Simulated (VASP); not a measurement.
# CO2 (Pa-3) in VASP: further runs

The runs below take CO2 through single point, relaxation of cell and atoms, with PBE+D3(BJ).

Everything below comes from runs of VASP 6.6.1. Logs are shortened: lines on timing, memory, paths and dates and some standing lists are left out, and cuts for length are marked.

**1. The cell of the first run**

The structure is cubic, space group Pa-3 (No. 205). The conventional cell has a = 5.282 Å, b = 5.282 Å, c = 5.282 Å, α = 90.00°, β = 90.00°, γ = 90.00°. C (site symmetry -3) has 2 O at 1.17 Å within 1.6 Å. Within 1.6 Å of O (site symmetry 3) lie 1 C at 1.17 Å.

**2. Single point, PBE+D3(BJ)**

File INCAR:

```
PREC = Accurate
ENCUT = 520
EDIFF = 1E-7
ISMEAR = 0
SIGMA = 0.1
LREAL = False
LASPH = True
NELM = 100
ALGO = Normal
ISIF = 2
LWAVE = False
LCHARG = False
GGA = PE
IVDW = 12
NBANDS = 44
```

File KPOINTS:

```
regular mesh
0
Gamma
  4 4 4
```

File POSCAR:

```
CO2
1.0
    5.2823389151      0.0000000000      0.0000000000
    0.0000000000      5.2823389151      0.0000000000
    0.0000000000      0.0000000000      5.2823389151
C O
4 8
Direct
    0.0000000000      0.0000000000      0.0000000000
    0.5000000000      0.0000000000      0.5000000000
    0.5000000000      0.5000000000      0.0000000000
    0.0000000000      0.5000000000      0.5000000000
    0.1273615091      0.1273615091      0.1273615091
    0.3726384909      0.8726384909      0.6273615091
    0.6273615091      0.3726384909      0.8726384909
    0.8726384909      0.6273615091      0.3726384909
    0.8726384909      0.8726384909      0.8726384909
    0.6273615091      0.1273615091      0.3726384909
    0.3726384909      0.6273615091      0.1273615091
    0.1273615091      0.3726384909      0.6273615091
```

Potentials or basis: VASP PAW PBE potentials, release 64 (C, O).

Launch:

```bash
$ cat potpaw_PBE.64/C/POTCAR potpaw_PBE.64/O/POTCAR > POTCAR
$ mpirun -np 1 vasp_std > vasp.out
```

OUTCAR:

```text
PREC = Accurate
   ENCUT = 520
   EDIFF = 1E-7
   ISMEAR = 0
   LREAL = False
   LASPH = True
   NELM = 100
   ISIF = 2
   GGA = PE
   IVDW = 12
 IVDW          = 12

 ion  position               nearest neighbor table
   1  0.000  0.000  0.000-   5 1.17   9 1.17
   2  0.500  0.000  0.500-   6 1.17  10 1.17
   3  0.500  0.500  0.000-   7 1.17  11 1.17
   4  0.000  0.500  0.500-   8 1.17  12 1.17
   5  0.127  0.127  0.127-   1 1.17
   6  0.373  0.873  0.627-   2 1.17
   7  0.627  0.373  0.873-   3 1.17
   8  0.873  0.627  0.373-   4 1.17
   9  0.873  0.873  0.873-   1 1.17
  10  0.627  0.127  0.373-   2 1.17
  11  0.373  0.627  0.127-   3 1.17
  12  0.127  0.373  0.627-   4 1.17

  LATTYP: Found a simple cubic cell.
 ALAT       =     5.2823389151

  Lattice vectors:

 A1 = (   5.2823389151,   0.0000000000,   0.0000000000)
 A2 = (   0.0000000000,   5.2823389151,   0.0000000000)
 A3 = (   0.0000000000,   0.0000000000,   5.2823389151)

Analysis of symmetry for initial positions (statically):
=====================================================================
 Subroutine PRICEL returns:
 Original cell was already a primitive cell.

 Routine SETGRP: Setting up the symmetry group for a
 simple cubic supercell.

 Subroutine GETGRP returns: Found 24 space group operations
 (whereof  6 operations were pure point group operations)
 out of a pool of 48 trial point group operations.

The static configuration has the point symmetry S_6 .
 The point group associated with its full space group is T_h .

Analysis of symmetry for dynamics (positions and initial velocities):
=====================================================================
 Subroutine PRICEL returns:
 Original cell was already a primitive cell.

 Routine SETGRP: Setting up the symmetry group for a
 simple cubic supercell.

 Subroutine GETGRP returns: Found 24 space group operations
 (whereof  6 operations were pure point group operations)
 out of a pool of 48 trial point group operations.

The dynamic configuration has the point symmetry S_6 .
 The point group associated with its full space group is T_h .

 Subroutine INISYM returns: Found 24 space group operations
 (whereof  6 operations are pure point group operations),
 and found     1 'primitive' translations

----------------------------------------------------------------------------------------

                                     Primitive cell

  volume of cell :     147.3937

  direct lattice vectors                    reciprocal lattice vectors
     5.282338915  0.000000000  0.000000000     0.189310080  0.000000000  0.000000000
     0.000000000  5.282338915  0.000000000     0.000000000  0.189310080  0.000000000
     0.000000000  0.000000000  5.282338915     0.000000000  0.000000000  0.189310080

  length of vectors
     5.282338915  5.282338915  5.282338915     0.189310080  0.189310080  0.189310080

  position of ions in fractional coordinates (direct lattice)
     0.000000000  0.000000000  0.000000000
     0.500000000  0.000000000  0.500000000
     0.500000000  0.500000000  0.000000000
     0.000000000  0.500000000  0.500000000
     0.127361509  0.127361509  0.127361509
     0.372638491  0.872638491  0.627361509
     0.627361509  0.372638491  0.872638491
     0.872638491  0.627361509  0.372638491
     0.872638491  0.872638491  0.872638491
     0.627361509  0.127361509  0.372638491
     0.372638491  0.627361509  0.127361509
     0.127361509  0.372638491  0.627361509

  ion indices of the primitive-cell ions
   primitive index   ion index
                 1           1
                 2           2
                 3           3
                 4           4
                 5           5
                 6           6
                 7           7
                 8           8
                 9           9
                10          10
                11          11
                12          12

----------------------------------------------------------------------------------------

 KPOINTS: regular mesh

Automatic generation of k-mesh.
 Grid dimensions read from file:
 generate k-points for:    4    4    4

 Generating k-lattice:

  Cartesian coordinates                     Fractional coordinates (reciprocal lattice)
     0.047327520  0.000000000  0.000000000     0.250000000  0.000000000  0.000000000
     0.000000000  0.047327520  0.000000000     0.000000000  0.250000000  0.000000000
     0.000000000  0.000000000  0.047327520     0.000000000  0.000000000  0.250000000

  Length of vectors
     0.047327520  0.047327520  0.047327520

  Shift w.r.t. Gamma in fractional coordinates (k-lattice)
     0.000000000  0.000000000  0.000000000

 Subroutine IBZKPT returns following result:
 ===========================================

 Found     11 irreducible k-points:

 Following reciprocal coordinates:
            Coordinates               Weight
  0.000000  0.000000  0.000000      1.000000
  0.250000  0.000000  0.000000      6.000000
  0.500000  0.000000  0.000000      3.000000
  0.250000  0.250000  0.000000     12.000000
  0.500000  0.250000  0.000000      6.000000
 -0.250000  0.500000  0.000000      6.000000
  0.500000  0.500000  0.000000      3.000000
  0.250000  0.250000  0.250000      8.000000
  0.500000  0.250000  0.250000     12.000000
  0.500000  0.500000  0.250000      6.000000
  0.500000  0.500000  0.500000      1.000000
   k-points           NKPTS =     11   k-points in BZ     NKDIM =     11   number of bands    NBANDS=     44
   number of dos      NEDOS =    301   number of ions     NIONS =     12
   total plane-waves  NPLWV =  64000
   dimension x,y,z NGX =    40 NGY =   40 NGZ =   40
   dimension x,y,z NGXF=    80 NGYF=   80 NGZF=   80
   ions per type =               4   8
   NGX,Y,Z   is equivalent  to a cutoff of  12.59, 12.59, 12.59 a.u.
   NGXF,Y,Z  is equivalent  to a cutoff of  25.18, 25.18, 25.18 a.u.
 SYSTEM =  unknown system
   PREC   = accura    normal or accurate (medium, high low for compatibility)
   ISTART =      0    job   : 0-new  1-cont  2-samecut
   ICHARG =      2    charge: 1-file 2-atom 10-const
   ISPIN  =      1    spin polarized calculation?
   LNONCOLLINEAR =      F non collinear calculations
   LSORBIT =      F    spin-orbit coupling
   LASPH  =      T    aspherical Exc in radial PAW
   ENCUT  =  520.0 eV  38.22 Ry    6.18 a.u.   9.82  9.82  9.82*2*pi/ulx,y,z
   NELM   =    100;   NELMIN=  2; NELMDL= -5     # of ELM steps
   EDIFF  = 0.1E-06   stopping-criterion for ELM
   LREAL  =      F    real-space projection
   EDIFFG = 0.1E-05   stopping-criterion for IOM
   NSW    =      0    number of steps for IOM
   IBRION =     -1    ionic relax: 0-MD 1-quasi-New 2-CG
   NFREE  =      0    steps in history (QN), initial steepest desc. (CG)
   ISIF   =      2    stress and relaxation
   ISYM   =      2    0-nonsym 1-usesym 2-fastsym
   POTIM  = 0.5000    time-step for ionic-motion
   TEBEG  =    0.0;   TEEND  =   0.0 temperature during run
   PSTRESS=    0.0 pullay stress
   NELECT =      64.0000    total number of electrons
   NUPDOWN=      -1.0000    fix difference up-down
   EMIN   =  10.00;   EMAX   =-10.00  energy-range for DOS
   EFERMI =   0.00;   METHOD = LEGACY
   ISMEAR =     0;   SIGMA  =   0.10  broadening in eV -4-tet -1-fermi 0-gaus
   EFERMI_NEDOS =   21; number of points for ismear=-14 and -15
   IALGO  =     38    algorithm
   IMIX   =      4    mixing-type and parameters
     AMIX     =   0.40;   BMIX     =  1.00
     AMIX_MAG =   1.60;   BMIX_MAG =  1.00
  volume/ion in A,a.u.               =      12.28        82.89
  Fermi-wavevector in a.u.,A,eV,Ry     =   1.239677  2.342650 20.909422  1.536799
  Thomas-Fermi vector in A             =   2.374150
   LORBIT       =      0    0 simple, 1 ext, 2 COOP (PROOUT), +10 PAW based schemes
   GGA     = PE    functional components
   LHFCALC =     F    Hartree Fock is set to
   AEXX    =    0.0000 exact exchange contribution
   IVDW    =    12    specifies the selected vdW correction
   LEPSILON=     F    determine dielectric tensor
   LRPA    =     F    only Hartree local field effects (RPA)
 non-spin polarized calculation
 Gauss-broadening in eV      SIGMA  =   0.10
  energy-cutoff  :      520.00
  volume of cell :      147.39
 maximum number of plane-waves:      3984
   NGX = 19   NGY = 19   NGZ = 19

 number of electron      63.9999989 magnetization

 Free energy of the ion-electron system (eV)
  ---------------------------------------------------
  ext. energy  EPLUGINS =         0.00000000
  ---------------------------------------------------
  free energy    TOTEN  =       -91.60496617 eV

  energy without entropy =      -91.60496617  energy(sigma->0) =      -91.60496617

 E-fermi :  -1.9735     XC(G=0):  -8.7466

 val. band max:       -2.4502397400   @ k =   0.0000   0.0000   0.0000
 cond. band min:       4.5647540309   @ k =   0.0000   0.0000   0.0000
 fundamental gap:      7.0149937709
 Fermi energy:        -1.9734817823

 k-point     1 :       0.0000    0.0000    0.0000
  band No.  band energies     occupation
      1     -23.3796      2.00000
      2     -22.9830      2.00000
      3     -22.9830      2.00000
      4     -22.9830      2.00000
      5     -22.1138      2.00000
      6     -22.1138      2.00000
[... 36 lines left out ...]
     43       8.9173      0.00000
     44       8.9173      0.00000

 k-point     2 :       0.2500    0.0000    0.0000
  band No.  band energies     occupation
      1     -23.3275      2.00000
      2     -23.0489      2.00000
      3     -22.9828      2.00000
      4     -22.9827      2.00000
      5     -22.1090      2.00000
      6     -22.1073      2.00000
[... 36 lines left out ...]
     43       9.1966      0.00000
     44       9.2007      0.00000

 k-point     3 :       0.5000    0.0000    0.0000
  band No.  band energies     occupation
      1     -23.1949      2.00000
      2     -23.1949      2.00000
      3     -22.9825      2.00000
      4     -22.9825      2.00000
      5     -22.1026      2.00000
      6     -22.1026      2.00000
[... 36 lines left out ...]
     43       9.5244      0.00000
     44       9.5244      0.00000

 k-point     4 :       0.2500    0.2500    0.0000
  band No.  band energies     occupation
      1     -23.2812      2.00000
      2     -23.0382      2.00000
      3     -23.0382      2.00000
      4     -22.9912      2.00000
      5     -22.1055      2.00000
      6     -22.0962      2.00000
[... 271 lines left out ...]
     43       8.5502      0.00000
     44       8.5502      0.00000

 k-point    10 :       0.5000    0.5000    0.2500
  band No.  band energies     occupation
      1     -23.0854      2.00000
      2     -23.0854      2.00000
      3     -23.0854      2.00000
      4     -23.0854      2.00000
      5     -22.0864      2.00000
      6     -22.0864      2.00000
[... 36 lines left out ...]
     43       7.7062      0.00000
     44       7.7062      0.00000

 k-point    11 :       0.5000    0.5000    0.5000
  band No.  band energies     occupation
      1     -23.0815      2.00000
      2     -23.0815      2.00000
      3     -23.0815      2.00000
      4     -23.0815      2.00000
      5     -22.0906      2.00000
      6     -22.0906      2.00000
[... 36 lines left out ...]
     43       7.6377      0.00000
     44       7.6377      0.00000

------------------------ aborting loop because EDIFF is reached ----------------------------------------

 Edisp (eV)   -1.04112

 E8    (eV) :    -0.2707

  FORCE on cell =-STRESS in cart. coord.  units (eV):
  Direction    XX          YY          ZZ          XY          YZ          ZX
  --------------------------------------------------------------------------------------
  -------------------------------------------------------------------------------------
  Total       5.15275     5.15275     5.15275     0.00000     0.00000     0.00000
  in kB      56.01069    56.01069    56.01069     0.00000     0.00000     0.00000
  external pressure =       56.01 kB  Pullay stress =        0.00 kB

 VOLUME and BASIS-vectors are now :
 -----------------------------------------------------------------------------
  energy-cutoff  :      520.00
  volume of cell :      147.39
      direct lattice vectors                 reciprocal lattice vectors
     5.282338915  0.000000000  0.000000000     0.189310080  0.000000000  0.000000000
     0.000000000  5.282338915  0.000000000     0.000000000  0.189310080  0.000000000
     0.000000000  0.000000000  5.282338915     0.000000000  0.000000000  0.189310080

 POSITION                                       TOTAL-FORCE (eV/Angst)
 -----------------------------------------------------------------------------------
      0.00000      0.00000      0.00000         0.000000      0.000000      0.000000
      2.64117      0.00000      2.64117         0.000000      0.000000      0.000000
      2.64117      2.64117      0.00000         0.000000      0.000000      0.000000
      0.00000      2.64117      2.64117         0.000000      0.000000      0.000000
      0.67277      0.67277      0.67277         0.426861      0.426861      0.426861
      1.96840      4.60957      3.31394        -0.426861     -0.426861      0.426861
      3.31394      1.96840      4.60957         0.426861     -0.426861     -0.426861
      4.60957      3.31394      1.96840        -0.426861      0.426861     -0.426861
      4.60957      4.60957      4.60957        -0.426861     -0.426861     -0.426861
      3.31394      0.67277      1.96840         0.426861      0.426861     -0.426861
      1.96840      3.31394      0.67277        -0.426861      0.426861      0.426861
      0.67277      1.96840      3.31394         0.426861     -0.426861      0.426861
 -----------------------------------------------------------------------------------
    total drift:                                0.000000      0.000000     -0.000000

  FREE ENERGIE OF THE ION-ELECTRON SYSTEM (eV)
  ---------------------------------------------------
  free  energy   TOTEN  =       -92.6460819865 eV

  energy  without entropy=      -92.6460819865  energy(sigma->0) =      -92.64608199
```

Wall time 2 min (1 thread of Intel Xeon 8259CL, shared host); peak memory 0.26 GiB.

What came out:

```yaml
Free_energy: -92.6461 eV
Pressure: 5.6 GPa
Largest_force: 0.739 eV/Å
Band_gap_on_the_k_mesh: 7.01 eV
Dispersion_energy_per_atom: -0.087 eV
```

Forces on the atoms (eV/Å):
```
C    0.000  0.000  0.000
C    0.000  0.000  0.000
C    0.000  0.000  0.000
C    0.000  0.000  0.000
O    0.427  0.427  0.427
O   -0.427 -0.427  0.427
O    0.427 -0.427 -0.427
O   -0.427  0.427 -0.427
O   -0.427 -0.427 -0.427
O    0.427  0.427 -0.427
O   -0.427  0.427  0.427
O    0.427 -0.427  0.427
```

Caveat: the cell stands under pressure. A k mesh can miss the band edges.

(Continued in part 2 of 2.)
